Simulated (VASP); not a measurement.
Input of a VASP 6.6.1 run:

Contents of INCAR:

```
ALGO = Normal
EDIFF = 1E-6
ENCUT = 520
GGA = PE
ISIF = 2
ISMEAR = 0
LASPH = T
LCHARG = T
LELF = T
LREAL = F
LVHAR = T
LWAVE = F
NBANDS = 26
NELM = 80
PREC = Accurate
SIGMA = 0.05
```

KPOINTS

```
k-points
0
Gamma
  6 6 6
```

POSCAR

```
AlN
1.0
    4.4025164325      0.0000000000      0.0000000000
    0.0000000000     -4.4025164325      0.0000000000
    0.0000000000      0.0000000000     -4.4025164325
Al N
4 4
Direct
   -0.0202373928     -0.1144799816     -0.0202373928
    0.5000000000      0.5000000000      0.0000000000
    0.5000000000      0.0000000000      0.5000000000
    0.0000000000      0.5000000000      0.5000000000
    0.7500000000      0.7500000000      0.7500000000
    0.2500000000      0.2500000000      0.7500000000
    0.2500000000      0.7500000000      0.2500000000
    0.7500000000      0.2500000000      0.2500000000
```

Potentials or basis: VASP PAW PBE potentials, release 64 (Al, N).

Run with:

```sh
$ cat potpaw_PBE.64/Al/POTCAR potpaw_PBE.64/N/POTCAR > POTCAR
$ mpirun -np 1 vasp_std > vasp.out
```

(1) Estimate the pressure.

(2) Estimate the largest force.

(3) Estimate the band gap on the k mesh.

## Answers

(1) 9.3 GPa.

(2) 12.792 eV/Å.

(3) 1.36 eV (least direct gap 1.45 eV).

Caveat: the cell differs from its parent crystal (atom 1 (Al) moved by -0.126 Å along [1 1 0] and +0.504 Å along [0 0 1]); the stress differs along the axes, from -2 to 15 GPa; forces of over 1 eV/Å act on the atoms, so gaps and moduli don't describe the material at rest.
